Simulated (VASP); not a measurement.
# MnS (Fm-3m) in VASP: further runs

The runs below take MnS through single point, relaxation of cell and atoms, with LDA.

All numbers are computed with VASP 6.6.1; they aren't measurements. Logs are shortened: lines on timing, memory, paths and dates and some standing lists are left out, and cuts for length are marked.

## (1) The cell of the first run

The structure is cubic, space group Fm-3m (No. 225). The conventional cell has a = 4.793 Å, b = 4.793 Å, c = 4.793 Å, α = 90.00°, β = 90.00°, γ = 90.00°. Within 3.2 Å of Mn (site symmetry m-3m) lie 6 S at 2.40 Å. Within 3.2 Å of S (site symmetry m-3m) lie 6 Mn at 2.40 Å.

## (2) Single point, LDA, collinear spin, ferromagnetic start

INCAR

```
ALGO = Normal
EDIFF = 1E-7
ENCUT = 520
GGA = CA
ISIF = 2
ISMEAR = 0
ISPIN = 2
LASPH = T
LCHARG = F
LMAXMIX = 4
LORBIT = 11
LREAL = F
LWAVE = F
MAGMOM = 4.42 0.14
NBANDS = 20
NELM = 150
PREC = Accurate
SIGMA = 0.1
```

KPOINTS

```
k-points
0
Gamma
  14 14 14
```

POSCAR

```
MnS
1.0
    0.0000000000      2.3967468012      2.3967468012
    2.3967468012      0.0000000000      2.3967468012
    2.3967468012      2.3967468012      0.0000000000
Mn S
1 1
Direct
    0.0000000000      0.0000000000      0.0000000000
    0.5000000000      0.5000000000      0.5000000000
```

Potentials or basis: VASP PAW LDA potentials, release 64 (Mn_pv, S).

Launch:

```console
> cat potpaw_LDA.64/Mn_pv/POTCAR potpaw_LDA.64/S/POTCAR > POTCAR
> mpirun -np 1 vasp_std > vasp.out
```

OUTCAR:

```text
EDIFF = 1E-7
   ENCUT = 520
   GGA = CA
   ISIF = 2
   ISMEAR = 0
   ISPIN = 2
   LASPH = T
   LORBIT = 11
   LREAL = F
   NELM = 150
   PREC = Accurate

 ion  position               nearest neighbor table
   1  0.000  0.000  0.000-   2 2.40   2 2.40   2 2.40   2 2.40   2 2.40   2 2.40
   2  0.500  0.500  0.500-   1 2.40   1 2.40   1 2.40   1 2.40   1 2.40   1 2.40

  LATTYP: Found a face centered cubic cell.
 ALAT       =     4.7934936024

  Lattice vectors:

 A1 = (   0.0000000000,   2.3967468012,   2.3967468012)
 A2 = (   2.3967468012,   0.0000000000,   2.3967468012)
 A3 = (   2.3967468012,   2.3967468012,   0.0000000000)

Analysis of symmetry for initial positions (statically):
=====================================================================
 Subroutine PRICEL returns:
 Original cell was already a primitive cell.

 Routine SETGRP: Setting up the symmetry group for a
 face centered cubic supercell.

 Subroutine GETGRP returns: Found 48 space group operations
 (whereof 48 operations were pure point group operations)
 out of a pool of 48 trial point group operations.

The static configuration has the point symmetry O_h .

Analysis of symmetry for dynamics (positions and initial velocities):
=====================================================================
 Subroutine PRICEL returns:
 Original cell was already a primitive cell.

 Routine SETGRP: Setting up the symmetry group for a
 face centered cubic supercell.

 Subroutine GETGRP returns: Found 48 space group operations
 (whereof 48 operations were pure point group operations)
 out of a pool of 48 trial point group operations.

The dynamic configuration has the point symmetry O_h .

Analysis of structural, dynamic, and magnetic symmetry:
=====================================================================
 Subroutine PRICEL returns:
 Original cell was already a primitive cell.

 Routine SETGRP: Setting up the symmetry group for a
 face centered cubic supercell.

 Subroutine GETGRP returns: Found 48 space group operations
 (whereof 48 operations were pure point group operations)
 out of a pool of 48 trial point group operations.

The overall configuration has the point symmetry O_h .

 Subroutine INISYM returns: Found 48 space group operations
 (whereof 48 operations are pure point group operations),
 and found     1 'primitive' translations

----------------------------------------------------------------------------------------

                                     Primitive cell

  volume of cell :      27.5357

  direct lattice vectors                    reciprocal lattice vectors
     0.000000000  2.396746801  2.396746801    -0.208616112  0.208616112  0.208616112
     2.396746801  0.000000000  2.396746801     0.208616112 -0.208616112  0.208616112
     2.396746801  2.396746801  0.000000000     0.208616112  0.208616112 -0.208616112

  length of vectors
     3.389511832  3.389511832  3.389511832     0.361333706  0.361333706  0.361333706

  position of ions in fractional coordinates (direct lattice)
     0.000000000  0.000000000  0.000000000
     0.500000000  0.500000000  0.500000000

  ion indices of the primitive-cell ions
   primitive index   ion index
                 1           1
                 2           2

----------------------------------------------------------------------------------------

 KPOINTS: k-points

Automatic generation of k-mesh.
 Grid dimensions read from file:
 generate k-points for:   14   14   14

 Generating k-lattice:

  Cartesian coordinates                     Fractional coordinates (reciprocal lattice)
    -0.014901151  0.014901151  0.014901151     0.071428571  0.000000000  0.000000000
     0.014901151 -0.014901151  0.014901151     0.000000000  0.071428571  0.000000000
     0.014901151  0.014901151 -0.014901151     0.000000000  0.000000000  0.071428571

  Length of vectors
     0.025809550  0.025809550  0.025809550

  Shift w.r.t. Gamma in fractional coordinates (k-lattice)
     0.000000000  0.000000000  0.000000000

 Subroutine IBZKPT returns following result:
 ===========================================

 Found    104 irreducible k-points:

 Following reciprocal coordinates:
            Coordinates               Weight
  0.000000  0.000000  0.000000      1.000000
  0.071429  0.000000  0.000000      8.000000
  0.142857  0.000000  0.000000      8.000000
  0.214286  0.000000  0.000000      8.000000
  0.285714  0.000000  0.000000      8.000000
  0.357143  0.000000  0.000000      8.000000
[... 16 lines left out ...]
  0.214286  0.142857  0.000000     24.000000
  0.285714  0.142857  0.000000     24.000000
 [... further k-points ...]
   k-points           NKPTS =    104   k-points in BZ     NKDIM =    104   number of bands    NBANDS=     20
   number of dos      NEDOS =    301   number of ions     NIONS =      2
   total plane-waves  NPLWV =  21952
   dimension x,y,z NGX =    28 NGY =   28 NGZ =   28
   dimension x,y,z NGXF=    56 NGYF=   56 NGZF=   56
   ions per type =               1   1
   NGX,Y,Z   is equivalent  to a cutoff of  13.73, 13.73, 13.73 a.u.
   NGXF,Y,Z  is equivalent  to a cutoff of  27.47, 27.47, 27.47 a.u.
 SYSTEM =  unknown system
   PREC   = accura    normal or accurate (medium, high low for compatibility)
   ISTART =      0    job   : 0-new  1-cont  2-samecut
   ICHARG =      2    charge: 1-file 2-atom 10-const
   ISPIN  =      2    spin polarized calculation?
   LNONCOLLINEAR =      F non collinear calculations
   LSORBIT =      F    spin-orbit coupling
   LASPH  =      T    aspherical Exc in radial PAW
   ENCUT  =  520.0 eV  38.22 Ry    6.18 a.u.   6.30  6.30  6.30*2*pi/ulx,y,z
   NELM   =    150;   NELMIN=  2; NELMDL= -5     # of ELM steps
   EDIFF  = 0.1E-06   stopping-criterion for ELM
   LREAL  =      F    real-space projection
   EDIFFG = 0.1E-05   stopping-criterion for IOM
   NSW    =      0    number of steps for IOM
   IBRION =     -1    ionic relax: 0-MD 1-quasi-New 2-CG
   NFREE  =      0    steps in history (QN), initial steepest desc. (CG)
   ISIF   =      2    stress and relaxation
   ISYM   =      2    0-nonsym 1-usesym 2-fastsym
   POTIM  = 0.5000    time-step for ionic-motion
   TEBEG  =    0.0;   TEEND  =   0.0 temperature during run
   PSTRESS=    0.0 pullay stress
   NELECT =      19.0000    total number of electrons
   NUPDOWN=      -1.0000    fix difference up-down
   EMIN   =  10.00;   EMAX   =-10.00  energy-range for DOS
   EFERMI =   0.00;   METHOD = LEGACY
   ISMEAR =     0;   SIGMA  =   0.10  broadening in eV -4-tet -1-fermi 0-gaus
   EFERMI_NEDOS =   21; number of points for ismear=-14 and -15
   IALGO  =     38    algorithm
   IMIX   =      4    mixing-type and parameters
     AMIX     =   0.40;   BMIX     =  1.00
     AMIX_MAG =   1.60;   BMIX_MAG =  1.00
  volume/ion in A,a.u.               =      13.77        92.91
  Fermi-wavevector in a.u.,A,eV,Ry     =   1.446640  2.733754 28.473837  2.092768
  Thomas-Fermi vector in A             =   2.564686
   LORBIT       =     11    0 simple, 1 ext, 2 COOP (PROOUT), +10 PAW based schemes
   GGA     = CA    functional components
   LHFCALC =     F    Hartree Fock is set to
   AEXX    =    0.0000 exact exchange contribution
   IVDW    =     0    specifies the selected vdW correction
   LEPSILON=     F    determine dielectric tensor
   LRPA    =     F    only Hartree local field effects (RPA)
 spin polarized calculation
 Gauss-broadening in eV      SIGMA  =   0.10
  energy-cutoff  :      520.00
  volume of cell :       27.54
 maximum number of plane-waves:       757
 NGX is ok and might be reduce to    28
   NGX = 13   NGY = 13   NGZ = 13

 number of electron      19.0000009 magnetization       3.4539990

 Free energy of the ion-electron system (eV)
  ---------------------------------------------------
  ext. energy  EPLUGINS =         0.00000000
  ---------------------------------------------------
  free energy    TOTEN  =       -15.37811168 eV

  energy without entropy =      -15.37056227  energy(sigma->0) =      -15.37433698

 E-fermi :   9.2804     XC(G=0): -12.2432

 val. band max:        9.2789881448   @ k =   0.3571   0.2857   0.0714
 cond. band min:       9.2844311314   @ k =   0.4286   0.4286   0.0000
 fundamental gap:      0.0054429866
 Fermi energy:         9.2803969940

 spin component 1

 k-point     1 :       0.0000    0.0000    0.0000
  band No.  band energies     occupation
      1     -40.0880      1.00000
      2     -40.0880      1.00000
      3     -40.0880      1.00000
      4      -6.9180      1.00000
      5       6.2581      1.00000
      6       6.2581      1.00000
[... 12 lines left out ...]
     19      22.7455      0.00000
     20      24.3891      0.00000
[... 507 lines left out ...]
 k-point    24 :       0.2857    0.1429    0.0000
  band No.  band energies     occupation
      1     -40.1030      1.00000
      2     -40.0923      1.00000
      3     -40.0918      1.00000
      4      -5.9433      1.00000
      5       3.1759      1.00000
      6       4.6022      1.00000
[... 12 lines left out ...]
     19      24.5457      0.00000
     20      27.4804      0.00000

 [... further k-points ...]

 spin component 2

 k-point     1 :       0.0000    0.0000    0.0000
  band No.  band energies     occupation
      1     -36.9755      1.00000
      2     -36.9755      1.00000
      3     -36.9755      1.00000
      4      -6.6550      1.00000
      5       7.5527      1.00000
      6       7.5527      1.00000
[... 12 lines left out ...]
     19      23.6935      0.00000
     20      25.3799      0.00000
[... 507 lines left out ...]
 k-point    24 :       0.2857    0.1429    0.0000
  band No.  band energies     occupation
      1     -36.9940      1.00000
      2     -36.9807      1.00000
      3     -36.9801      1.00000
      4      -5.6953      1.00000
      5       3.8180      1.00000
      6       5.4977      1.00000
[... 12 lines left out ...]
     19      25.1361      0.00000
     20      28.1140      0.00000

 [... further k-points ...]

------------------------ aborting loop because EDIFF is reached ----------------------------------------

  FORCE on cell =-STRESS in cart. coord.  units (eV):
  Direction    XX          YY          ZZ          XY          YZ          ZX
  --------------------------------------------------------------------------------------
  -------------------------------------------------------------------------------------
  Total       -0.2051703     -0.2051703     -0.2051703      0.0000000     -0.0000000      0.0000000
  in kB      -11.9379206    -11.9379206    -11.9379206      0.0000000     -0.0000000      0.0000000
  external PRESSURE =     -11.9379206 kB  Pullay stress =       0.0000000 kB

 VOLUME and BASIS-vectors are now :
 -----------------------------------------------------------------------------
  energy-cutoff  :      520.00
  volume of cell :       27.54
      direct lattice vectors                 reciprocal lattice vectors
     0.000000000  2.396746801  2.396746801    -0.208616112  0.208616112  0.208616112
     2.396746801  0.000000000  2.396746801     0.208616112 -0.208616112  0.208616112
     2.396746801  2.396746801  0.000000000     0.208616112  0.208616112 -0.208616112

 POSITION                                       TOTAL-FORCE (eV/Angst)
 -----------------------------------------------------------------------------------
      0.00000      0.00000      0.00000        -0.000000      0.000000     -0.000000
      2.39675      2.39675      2.39675         0.000000     -0.000000      0.000000
 -----------------------------------------------------------------------------------
    total drift:                               -0.000000      0.000000      0.000000

  FREE ENERGIE OF THE ION-ELECTRON SYSTEM (eV)
  ---------------------------------------------------
  free  energy   TOTEN  =       -15.3781116845 eV

  energy  without entropy=      -15.3705622661  energy(sigma->0) =      -15.37433698

 total charge

# of ion       s       p       d       tot
------------------------------------------
    1        0.273   6.246   5.152  11.670
    2        1.323   2.411   0.000   3.735
--------------------------------------------------
tot          1.596   8.657   5.152  15.405

 magnetization (x)

# of ion       s       p       d       tot
------------------------------------------
    1        0.049   0.034   3.127   3.210
    2        0.020   0.028   0.000   0.048
--------------------------------------------------
tot          0.069   0.061   3.127   3.257
```

It took 2 min on 1 thread of Intel Xeon Platinum 8259CL at 2.50GHz (Skylake/Cascade Lake), shared host; peak memory 0.21 GiB.

What came out:

```yaml
Free_energy: -15.3781 eV
Pressure: -1.2 GPa
Net_moment: 3.45 μB per cell
Site_moments: Mn +3.21; S +0.05 μB
Valence_electrons_inside_the_program's_atomic_spheres: Mn 11.67; S 3.73
```

Caveat: a cell with one magnetic atom can't hold antiferromagnetic order, which such compounds often take; semilocal functionals often make such compounds metallic where correlation or magnetic order opens a gap, which also shifts bond lengths. With open d or f shells a metallic result of LDA can be an artefact of self-interaction; +U or a hybrid may open a gap.

[end of part 1 of 2]
